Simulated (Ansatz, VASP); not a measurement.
One calculation of GaN, two programs

POSCAR

```
GaN
1.0
    0.0000000000      2.2489525415      2.2489525415
    2.2489525415      0.0000000000      2.2489525415
    2.2489525415      2.2489525415      0.0000000000
Ga N
1 1
Direct
    0.0000000000      0.0000000000      0.0000000000
    0.2500000000      0.2500000000      0.2500000000
```

File INCAR.step1:

```
ALGO = Normal
EDIFF = 1E-5
ENCUT = 520
GGA = PE
ISIF = 2
ISMEAR = 0
LASPH = T
LCHARG = F
LREAL = F
LWAVE = T
NBANDS = 16
NELM = 80
PREC = Accurate
SIGMA = 0.01
```

The input INCAR.step2:

```
ALGO = Normal
EDIFF = 1E-7
ENCUT = 520
GGA = PE
HFSCREEN = 0.2079
ISIF = 2
ISMEAR = 0
ISTART = 1
LASPH = T
LCHARG = F
LHFCALC = T
LREAL = F
LWAVE = F
NBANDS = 16
NELM = 80
PREC = Accurate
PRECFOCK = Normal
SIGMA = 0.01
```

Contents of KPOINTS:

```
k-points
0
Gamma
  4 4 4
```

Input for Ansatz:

```yaml
crystal:
  lattice:
    - [0.0, 2.2489525415, 2.2489525415]
    - [2.2489525415, 0.0, 2.2489525415]
    - [2.2489525415, 2.2489525415, 0.0]
  atoms:
    - { symbol: Ga, position: [0.0, 0.0, 0.0] }
    - { symbol: "N", position: [0.25, 0.25, 0.25] }
kpoints:
  mp_grid: { grid: [4, 4, 4] }
hamiltonian:
  xc: hse06
scf:
  occupations: { method: fixed }
  n_extra_bands: 4
output:
  forces: true
  stress: true
  eigenvalues: true
  write_density: true
  write_potential: true
  elf: true
  volumetric_format: npy
```

Alike in both runs: task single point; functional HSE06; k mesh 4 × 4 × 4; no spin polarisation.

|  | VASP | Ansatz |
| --- | --- | --- |
| version | VASP 6.6.1 | Ansatz 0.2.0 |
| potentials or method | VASP PAW PBE potentials, release 64 (Ga_d, N) | plane waves, PAW |
| plane-wave cutoff (eV) | 520 | 420 |
| occupations | gaussian, width 0.01 eV | fixed |
| valence electrons in the cell | 18 | 18 |

|  | VASP | Ansatz | Ansatz less VASP |
| --- | --- | --- | --- |
| gap on the k mesh at the Fermi level (eV) | 3.06 | 3.03 | -0.021 |
| pressure (GPa) | -0.1 | 0.0 | +0.15 |

Ansatz's warnings: stress exchange threshold loose, stress scf threshold loose.

The k mesh is coarse, so the values compare programs but aren't converged.
